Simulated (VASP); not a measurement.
Runs of VASP 6.6.1 on LiH. The structure is that of space group Fm-3m (No. 225), or close to it. The cells are those of the table. 

```tsv
level	cell	k mesh	smearing	gap on the mesh (eV)
r2SCAN	a = 2.826, b = 2.815, c = 2.815 Å, angles 60.3, 59.9, 59.9°, 2 atoms	10 × 10 × 10	gaussian 0.01 eV	3.49
PBE	a = 2.826 Å, angles 60.0°, 2 atoms	6 × 6 × 6	gaussian 0.01 eV	2.97
PBE	a = 2.877, b = 2.877, c = 2.826 Å, angles 60.6, 60.6, 58.8°, 2 atoms	10 × 10 × 10	fermi-dirac 0.02 eV	2.61
r2SCAN	a = 2.826 Å, angles 60.0°, 2 atoms	10 × 10 × 10	gaussian 0.01 eV	3.58
PBE	a = 2.877, b = 2.877, c = 2.826 Å, angles 60.6, 60.6, 58.8°, 2 atoms	6 × 6 × 6	gaussian 0.01 eV	2.61
PBE	a = 2.826, b = 2.815, c = 2.815 Å, angles 60.3, 59.9, 59.9°, 2 atoms	10 × 10 × 10	fermi-dirac 0.02 eV	2.89
r2SCAN	a = 2.877, b = 2.877, c = 2.826 Å, angles 60.6, 60.6, 58.8°, 2 atoms	10 × 10 × 10	gaussian 0.01 eV	(a)
r2SCAN	a = 2.835 Å, angles 60.0°, 2 atoms	10 × 10 × 10	gaussian 0.01 eV	3.58
```

Alike in all rows: task single point; potentials or basis VASP PAW PBE potentials, release 64 (Li_sv, H); no spin polarisation; cutoff (eV) 520.

Estimate the missing entries.

(a) 3.20.

Caveats: some runs use coarse meshes.

A k mesh can miss the band edges.
